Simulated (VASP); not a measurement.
# CuSn3 (I4/mmm) in VASP: further runs

CuSn3 is run at these levels: PBEsol; tasks: single point.

All numbers are computed with VASP 6.6.1; they aren't measurements. Logs are shortened: lines on timing, memory, paths and dates and some standing lists are left out, and cuts for length are marked.

## (1) The cell of the first run

Symmetry: I4/mmm, No. 139, tetragonal system. The conventional cell has a = 4.480 Å, b = 4.480 Å, c = 9.352 Å, α = 90.00°, β = 90.00°, γ = 90.00°. Within 4.2 Å of Sn (site symmetry 4/mmm) lie 4 Cu at 3.17 Å and 8 Sn at 3.24 Å. Sn (site symmetry -4m2) has 8 Sn at 3.17 to 3.24 Å and 4 Cu at 3.24 Å within 4.2 Å. Cu (site symmetry 4/mmm) has 12 Sn at 3.17 to 3.24 Å within 4.2 Å.

## (2) Single point, PBEsol

Input file INCAR:

```
PREC = Accurate
ENCUT = 520
EDIFF = 1E-7
ISMEAR = -1
SIGMA = 0.05
LREAL = F
LASPH = T
NELM = 80
ALGO = Fast
ISIF = 2
LWAVE = F
LCHARG = F
GGA = PS
NBANDS = 34
```

Input file KPOINTS:

```
regular mesh
0
Gamma
  7 7 7
```

Input file POSCAR:

```
CuSn3
1.0
   -2.2399030000      2.2399030000      4.6758758400
    2.2399030000     -2.2399030000      4.6758758400
    2.2399030000      2.2399030000     -4.6758758400
Sn Cu
3 1
Direct
    0.5000000000      0.5000000000      0.0000000000
    0.2500000000      0.7500000000      0.5000000000
    0.7500000000      0.2500000000      0.5000000000
    0.0000000000      0.0000000000      0.0000000000
```

Potentials or basis: VASP PAW PBE potentials, release 64 (Sn_d, Cu).

Started as:

```bash
cat potpaw_PBE.64/Sn_d/POTCAR potpaw_PBE.64/Cu/POTCAR > POTCAR
mpirun -np 1 vasp_std > vasp.out
```

OUTCAR:

```text
PREC = Accurate
   ENCUT = 520
   EDIFF = 1E-7
   ISMEAR = -1
   LREAL = F
   LASPH = T
   NELM = 80
   ISIF = 2
   GGA = PS

 ion  position               nearest neighbor table
   1  0.500  0.500  0.000-   4 3.17   4 3.17   4 3.17   4 3.17   3 3.24   2 3.24   3 3.24   3 3.24
                             2 3.24   2 3.24   3 3.24   2 3.24
   2  0.250  0.750  0.500-   3 3.17   3 3.17   3 3.17   3 3.17   4 3.24   1 3.24   4 3.24   1 3.24
                             4 3.24   4 3.24   1 3.24   1 3.24
   3  0.750  0.250  0.500-   2 3.17   2 3.17   2 3.17   2 3.17   4 3.24   1 3.24   4 3.24   4 3.24
                             1 3.24   1 3.24   4 3.24   1 3.24
   4  0.000  0.000  0.000-   1 3.17   1 3.17   1 3.17   1 3.17   3 3.24   2 3.24   3 3.24   2 3.24
                             3 3.24   3 3.24   2 3.24   2 3.24

  LATTYP: Found a body centered tetragonal cell.
 ALAT       =     4.4798060000
 C/A-ratio  =     2.0875349691

  Lattice vectors:

 A1 = (  -2.2399030000,   2.2399030000,   4.6758758400)
 A2 = (   2.2399030000,  -2.2399030000,   4.6758758400)
 A3 = (   2.2399030000,   2.2399030000,  -4.6758758400)

Analysis of symmetry for initial positions (statically):
=====================================================================
 Subroutine PRICEL returns:
 Original cell was already a primitive cell.

 Routine SETGRP: Setting up the symmetry group for a
 body centered tetragonal supercell.

 Subroutine GETGRP returns: Found 16 space group operations
 (whereof 16 operations were pure point group operations)
 out of a pool of 16 trial point group operations.

The static configuration has the point symmetry D_4h.

Analysis of symmetry for dynamics (positions and initial velocities):
=====================================================================
 Subroutine PRICEL returns:
 Original cell was already a primitive cell.

 Routine SETGRP: Setting up the symmetry group for a
 body centered tetragonal supercell.

 Subroutine GETGRP returns: Found 16 space group operations
 (whereof 16 operations were pure point group operations)
 out of a pool of 16 trial point group operations.

The dynamic configuration has the point symmetry D_4h.

 Subroutine INISYM returns: Found 16 space group operations
 (whereof 16 operations are pure point group operations),
 and found     1 'primitive' translations

----------------------------------------------------------------------------------------

                                     Primitive cell

  volume of cell :      93.8386

  direct lattice vectors                    reciprocal lattice vectors
    -2.239903000  2.239903000  4.675875840     0.000000000  0.223223952  0.106931838
     2.239903000 -2.239903000  4.675875840     0.223223952  0.000000000  0.106931838
     2.239903000  2.239903000 -4.675875840     0.223223952  0.223223952  0.000000000

  length of vectors
     5.647844347  5.647844347  5.647844347     0.247514345  0.247514345  0.315686341

  position of ions in fractional coordinates (direct lattice)
     0.500000000  0.500000000  0.000000000
     0.250000000  0.750000000  0.500000000
     0.750000000  0.250000000  0.500000000
     0.000000000  0.000000000  0.000000000

  ion indices of the primitive-cell ions
   primitive index   ion index
                 1           1
                 2           2
                 3           3
                 4           4

----------------------------------------------------------------------------------------

 KPOINTS: regular mesh

Automatic generation of k-mesh.
 Grid dimensions read from file:
 generate k-points for:    7    7    7

 Generating k-lattice:

  Cartesian coordinates                     Fractional coordinates (reciprocal lattice)
     0.000000000  0.031889136  0.015275977     0.142857143 -0.000000000  0.000000000
     0.031889136  0.000000000  0.015275977    -0.000000000  0.142857143  0.000000000
     0.031889136  0.031889136  0.000000000     0.000000000  0.000000000  0.142857143

  Length of vectors
     0.035359192  0.035359192  0.045098049

  Shift w.r.t. Gamma in fractional coordinates (k-lattice)
     0.000000000  0.000000000  0.000000000

 Subroutine IBZKPT returns following result:
 ===========================================

 Found     40 irreducible k-points:

 Following reciprocal coordinates:
            Coordinates               Weight
  0.000000  0.000000  0.000000      1.000000
  0.142857  0.000000 -0.000000      8.000000
  0.285714  0.000000 -0.000000      8.000000
  0.428571  0.000000  0.000000      8.000000
  0.142857  0.142857 -0.000000      8.000000
  0.285714  0.142857 -0.000000     16.000000
[... 16 lines left out ...]
 -0.142857  0.285714  0.142857      8.000000
 -0.428571  0.428571  0.142857      8.000000
 [... further k-points ...]
   k-points           NKPTS =     40   k-points in BZ     NKDIM =     40   number of bands    NBANDS=     34
   number of dos      NEDOS =    301   number of ions     NIONS =      4
   total plane-waves  NPLWV =  74088
   dimension x,y,z NGX =    42 NGY =   42 NGZ =   42
   dimension x,y,z NGXF=    84 NGYF=   84 NGZF=   84
   ions per type =               3   1
   NGX,Y,Z   is equivalent  to a cutoff of  12.36, 12.36, 12.36 a.u.
   NGXF,Y,Z  is equivalent  to a cutoff of  24.73, 24.73, 24.73 a.u.
 SYSTEM =  unknown system
   PREC   = accura    normal or accurate (medium, high low for compatibility)
   ISTART =      0    job   : 0-new  1-cont  2-samecut
   ICHARG =      2    charge: 1-file 2-atom 10-const
   ISPIN  =      1    spin polarized calculation?
   LNONCOLLINEAR =      F non collinear calculations
   LSORBIT =      F    spin-orbit coupling
   LASPH  =      T    aspherical Exc in radial PAW
   ENCUT  =  520.0 eV  38.22 Ry    6.18 a.u.  10.50 10.50 10.50*2*pi/ulx,y,z
   NELM   =     80;   NELMIN=  2; NELMDL= -5     # of ELM steps
   EDIFF  = 0.1E-06   stopping-criterion for ELM
   LREAL  =      F    real-space projection
   EDIFFG = 0.1E-05   stopping-criterion for IOM
   NSW    =      0    number of steps for IOM
   IBRION =     -1    ionic relax: 0-MD 1-quasi-New 2-CG
   NFREE  =      0    steps in history (QN), initial steepest desc. (CG)
   ISIF   =      2    stress and relaxation
   ISYM   =      2    0-nonsym 1-usesym 2-fastsym
   POTIM  = 0.5000    time-step for ionic-motion
   TEBEG  =    0.0;   TEEND  =   0.0 temperature during run
   PSTRESS=    0.0 pullay stress
   NELECT =      53.0000    total number of electrons
   NUPDOWN=      -1.0000    fix difference up-down
   EMIN   =  10.00;   EMAX   =-10.00  energy-range for DOS
   EFERMI =   0.00;   METHOD = LEGACY
   ISMEAR =    -1;   SIGMA  =   0.05  broadening in eV -4-tet -1-fermi 0-gaus
   EFERMI_NEDOS =   21; number of points for ismear=-14 and -15
   IALGO  =     68    algorithm
   IMIX   =      4    mixing-type and parameters
     AMIX     =   0.40;   BMIX     =  1.00
     AMIX_MAG =   1.60;   BMIX_MAG =  1.00
  volume/ion in A,a.u.               =      23.46       158.31
  Fermi-wavevector in a.u.,A,eV,Ry     =   1.353234  2.557242 24.915574  1.831243
  Thomas-Fermi vector in A             =   2.480507
   LORBIT       =      0    0 simple, 1 ext, 2 COOP (PROOUT), +10 PAW based schemes
   GGA     = PS    functional components
   LHFCALC =     F    Hartree Fock is set to
   AEXX    =    0.0000 exact exchange contribution
   IVDW    =     0    specifies the selected vdW correction
   LEPSILON=     F    determine dielectric tensor
   LRPA    =     F    only Hartree local field effects (RPA)
 non-spin polarized calculation
 RMM-DIIS sequential band-by-band and
  energy-cutoff  :      520.00
  volume of cell :       93.84
 maximum number of plane-waves:      2565
 NGX is ok and might be reduce to    42
   NGX = 21   NGY = 21   NGZ = 21

 number of electron      52.9999981 magnetization

 Free energy of the ion-electron system (eV)
  ---------------------------------------------------
  ext. energy  EPLUGINS =         0.00000000
  ---------------------------------------------------
  free energy    TOTEN  =       -16.16449942 eV

  energy without entropy =      -16.14228825  energy(sigma->0) =      -16.15339383

 E-fermi :   7.9539     XC(G=0): -10.8001

 val. band max:        7.8995663622   @ k =   0.1429   0.1429  -0.0000
 cond. band min:       7.9722808427   @ k =  -0.1429  -0.1429   0.1429
 fundamental gap:      0.0727144804
 Fermi energy:         7.9539330604

 k-point     1 :       0.0000    0.0000    0.0000
  band No.  band energies     occupation
      1     -13.7317      2.00000
      2     -13.6227      2.00000
      3     -13.6170      2.00000
      4     -13.5756      2.00000
      5     -13.5756      2.00000
      6     -13.5620      2.00000
[... 26 lines left out ...]
     33      11.9995      0.00000
     34      15.5064      0.00000

 k-point     2 :       0.1429    0.0000   -0.0000
  band No.  band energies     occupation
      1     -13.7132      2.00000
      2     -13.6230      2.00000
      3     -13.6065      2.00000
      4     -13.5932      2.00000
      5     -13.5809      2.00000
      6     -13.5479      2.00000
[... 26 lines left out ...]
     33      11.4344      0.00000
     34      16.7213      0.00000

 k-point     3 :       0.2857    0.0000   -0.0000
  band No.  band energies     occupation
      1     -13.6615      2.00000
      2     -13.6209      2.00000
      3     -13.6122      2.00000
      4     -13.5797      2.00000
      5     -13.5680      2.00000
      6     -13.5359      2.00000
[... 26 lines left out ...]
     33      12.8333      0.00000
     34      14.8751      0.00000

 k-point     4 :       0.4286    0.0000    0.0000
  band No.  band energies     occupation
      1     -13.6258      2.00000
      2     -13.6116      2.00000
      3     -13.5829      2.00000
      4     -13.5560      2.00000
      5     -13.5368      2.00000
      6     -13.5272      2.00000
[... 26 lines left out ...]
     33      12.9597      0.00000
     34      13.2766      0.00000

 k-point     5 :       0.1429    0.1429   -0.0000
  band No.  band energies     occupation
      1     -13.6997      2.00000
      2     -13.6323      2.00000
      3     -13.5998      2.00000
      4     -13.5941      2.00000
      5     -13.5891      2.00000
      6     -13.5409      2.00000
[... 621 lines left out ...]
 k-point    22 :      -0.2857    0.2857    0.1429
  band No.  band energies     occupation
      1     -13.6167      2.00000
      2     -13.6100      2.00000
      3     -13.5812      2.00000
      4     -13.5764      2.00000
      5     -13.5462      2.00000
      6     -13.5432      2.00000
[... 26 lines left out ...]
     33      12.9620      0.00000
     34      14.9204      0.00000

 k-point    23 :      -0.1429    0.2857    0.1429
  band No.  band energies     occupation
      1     -13.6155      2.00000
      2     -13.5982      2.00000
      3     -13.5859      2.00000
      4     -13.5714      2.00000
      5     -13.5388      2.00000
      6     -13.5352      2.00000
[... 26 lines left out ...]
     33      14.2605      0.00000
     34      14.6722      0.00000

 k-point    24 :      -0.4286    0.4286    0.1429
  band No.  band energies     occupation
      1     -13.6314      2.00000
      2     -13.6113      2.00000
      3     -13.6041      2.00000
      4     -13.5916      2.00000
      5     -13.5792      2.00000
      6     -13.5400      2.00000
[... 26 lines left out ...]
     33      14.0059      0.00000
     34      15.0472      0.00000

 [... further k-points ...]

------------------------ aborting loop because EDIFF is reached ----------------------------------------

  FORCE on cell =-STRESS in cart. coord.  units (eV):
  Direction    XX          YY          ZZ          XY          YZ          ZX
  --------------------------------------------------------------------------------------
  -------------------------------------------------------------------------------------
  Total       -0.8715597     -0.8715597     -1.5121297      0.0000000     -0.0000000     -0.0000000
  in kB      -14.8808027    -14.8808027    -25.8177402      0.0000000     -0.0000000     -0.0000000
  external PRESSURE =     -18.5264485 kB  Pullay stress =       0.0000000 kB

 VOLUME and BASIS-vectors are now :
 -----------------------------------------------------------------------------
  energy-cutoff  :      520.00
  volume of cell :       93.84
      direct lattice vectors                 reciprocal lattice vectors
    -2.239903000  2.239903000  4.675875840     0.000000000  0.223223952  0.106931838
     2.239903000 -2.239903000  4.675875840     0.223223952  0.000000000  0.106931838
     2.239903000  2.239903000 -4.675875840     0.223223952  0.223223952  0.000000000

 POSITION                                       TOTAL-FORCE (eV/Angst)
 -----------------------------------------------------------------------------------
      0.00000      0.00000      4.67588         0.000000     -0.000000      0.000000
      2.23990      0.00000      2.33794        -0.000000      0.000000      0.000000
      0.00000      2.23990      2.33794         0.000000     -0.000000     -0.000000
      0.00000      0.00000      0.00000         0.000000     -0.000000      0.000000
 -----------------------------------------------------------------------------------
    total drift:                               -0.000000     -0.000000      0.000000

  FREE ENERGIE OF THE ION-ELECTRON SYSTEM (eV)
  ---------------------------------------------------
  free  energy   TOTEN  =       -16.1644994167 eV

  energy  without entropy=      -16.1422882509  energy(sigma->0) =      -16.15339383
```

It took 6 min on 1 thread of Intel Xeon 8259CL, shared host; peak memory 0.32 GiB.

What came out:

* Free energy: -16.1645 eV
* Pressure: -1.9 GPa
* Band gap on the k mesh: zero (an odd number of electrons rules out a gap without spin polarisation)

Caveat: the PAW data sets were made with another functional, which shifts forces and pressure a little; spin-orbit coupling is left out, which moves the levels of the heavy elements.

## (3) Single point, PBEsol

This run uses another cell than the first one, of 23.95 Å³/atom.

Input file INCAR:

```
ALGO = Fast
EDIFF = 1E-7
ENCUT = 520
GGA = PS
ISIF = 2
ISMEAR = -1
LASPH = T
LCHARG = F
LREAL = F
LWAVE = F
NBANDS = 34
NELM = 60
PREC = Accurate
SIGMA = 0.05
```

Input file KPOINTS:

```
k-points
0
Gamma
  7 7 7
```

Input file POSCAR:

```
CuSn3
1.0
   -2.2399030000      2.2399030000      4.7732899200
    2.2399030000     -2.2399030000      4.7732899200
    2.2399030000      2.2399030000     -4.7732899200
Sn Cu
3 1
Direct
    0.5000000000      0.5000000000      0.0000000000
    0.2500000000      0.7500000000      0.5000000000
    0.7500000000      0.2500000000      0.5000000000
    0.0000000000      0.0000000000      0.0000000000
```

Potentials or basis: VASP PAW PBE potentials, release 64 (Sn_d, Cu).

Started as:

```bash
cat potpaw_PBE.64/Sn_d/POTCAR potpaw_PBE.64/Cu/POTCAR > POTCAR
mpirun -np 1 vasp_std > vasp.out
```

It took 6.3 min on 1 thread of Intel Xeon 8259CL, shared host; peak memory 0.38 GiB.

Results (log left out):

| Property | Result |
| --- | --- |
| Free energy | -16.1292 eV |
| Pressure | -2.9 GPa |
| Band gap on the k mesh | zero (an odd number of electrons rules out a gap without spin polarisation) |

Stress tensor (GPa, compression positive):
```
-2.71  0.00  0.00
 0.00 -2.71  0.00
 0.00  0.00 -3.32
```

Levels at points of the mesh, in eV from the Fermi level:
| k point | band 22 | band 23 | band 24 | band 25 | band 26 | band 27 | band 28 | band 29 | band 30 | band 31 |
| --- | --- | --- | --- | --- | --- | --- | --- | --- | --- | --- |
| (0.00, 0.00, 0.00) | -2.79 | -2.48 | -2.13 | -1.12 | -1.12 | -0.32 | -0.32 | 0.34 | 1.23 | 1.26 |

Caveat: the PAW data sets were made with another functional, which shifts forces and pressure a little; spin-orbit coupling is left out, which moves the levels of the heavy elements.

## (4) Single point, PBEsol

This run uses another cell than the first one, of 24.19 Å³/atom.

Input file INCAR:

```
PREC = Accurate
ENCUT = 520
EDIFF = 1E-6
ISMEAR = -1
SIGMA = 0.05
LREAL = False
LASPH = True
NELM = 60
ALGO = Fast
ISIF = 2
LWAVE = False
LCHARG = False
GGA = PS
NBANDS = 34
```

Input file KPOINTS:

```
regular mesh
0
Gamma
  7 7 7
```

Input file POSCAR:

```
CuSn3
1.0
   -2.2399030000      2.2399030000      4.8219969600
    2.2399030000     -2.2399030000      4.8219969600
    2.2399030000      2.2399030000     -4.8219969600
Sn Cu
3 1
Direct
    0.5000000000      0.5000000000      0.0000000000
    0.2500000000      0.7500000000      0.5000000000
    0.7500000000      0.2500000000      0.5000000000
    0.0000000000      0.0000000000      0.0000000000
```

Started as:

```bash
cat potpaw_PBE.64/Sn_d/POTCAR potpaw_PBE.64/Cu/POTCAR > POTCAR
mpirun -np 1 vasp_std > vasp.out
```

Run time: 4.7 min. Hardware: 1 thread of Intel Xeon 8259CL, shared host; peak memory 0.38 GiB.

Results (log left out):

| Property | Result |
| --- | --- |
| Free energy | -16.1088 eV |
| Pressure | -3.5 GPa |
| Band gap on the k mesh | zero (an odd number of electrons rules out a gap without spin polarisation) |

Stress tensor (GPa, compression positive):
```
-3.40  0.00  0.00
 0.00 -3.40  0.00
 0.00  0.00 -3.57
```

Levels at points of the mesh, in eV from the Fermi level:
| k point | band 22 | band 23 | band 24 | band 25 | band 26 | band 27 | band 28 | band 29 | band 30 | band 31 |
| --- | --- | --- | --- | --- | --- | --- | --- | --- | --- | --- |
| (0.00, 0.00, 0.00) | -2.74 | -2.45 | -2.11 | -1.11 | -1.11 | -0.27 | -0.27 | 0.35 | 1.29 | 1.31 |

Caveat: the cell stands under tension; the PAW data sets were made with another functional, which shifts forces and pressure a little; spin-orbit coupling is left out, which moves the levels of the heavy elements.

## (5) Single point, PBEsol

This run uses another cell than the first one, of 24.44 Å³/atom.

Input file INCAR:

```
SYSTEM = CuSn3
PREC = Accurate ; ENCUT = 520
EDIFF = 1E-6 ; ISMEAR = -1
SIGMA = 0.05 ; LREAL = .FALSE.
LASPH = .TRUE. ; NELM = 60
ALGO = Fast ; ISIF = 2
LWAVE = .FALSE. ; LCHARG = .FALSE.
GGA = PS ; NBANDS = 34
```

Input file KPOINTS:

```
regular mesh
0
G
  7 7 7
  0 0 0
```

Input file POSCAR:

```
CuSn3
1.0
   -2.2399030000      2.2399030000      4.8707040000
    2.2399030000     -2.2399030000      4.8707040000
    2.2399030000      2.2399030000     -4.8707040000
Sn Cu
3 1
Direct
    0.5000000000      0.5000000000      0.0000000000
    0.2500000000      0.7500000000      0.5000000000
    0.7500000000      0.2500000000      0.5000000000
    0.0000000000      0.0000000000      0.0000000000
```

Started as:

```bash
cat potpaw_PBE.64/Sn_d/POTCAR potpaw_PBE.64/Cu/POTCAR > POTCAR
mpirun -np 1 vasp_std > vasp.out
```

Run time: 4.5 min. Hardware: 1 thread of Intel Xeon 8259CL, shared host; peak memory 0.38 GiB.

The run converged. Its results:

* Free energy: -16.0872 eV
* Pressure: -3.9 GPa
* Band gap on the k mesh: zero (an odd number of electrons rules out a gap without spin polarisation)

Stress tensor (GPa, compression positive):
```
-3.98  0.00  0.00
 0.00 -3.98  0.00
 0.00  0.00 -3.70
```

Levels at points of the mesh, in eV from the Fermi level:
| k point | band 23 | band 24 | band 25 | band 26 | band 27 | band 28 | band 29 | band 30 |
| --- | --- | --- | --- | --- | --- | --- | --- | --- |
| (0.00, 0.00, 0.00) | -2.41 | -2.09 | -1.10 | -1.10 | -0.22 | -0.22 | 0.37 | 1.34 |

Caveat: the cell stands under tension; the PAW data sets were made with another functional, which shifts forces and pressure a little; spin-orbit coupling is left out, which moves the levels of the heavy elements.

(Continued in part 2 of 2.)

The gap in the log of VASP goes by the Fermi energy; the results here count the filled bands.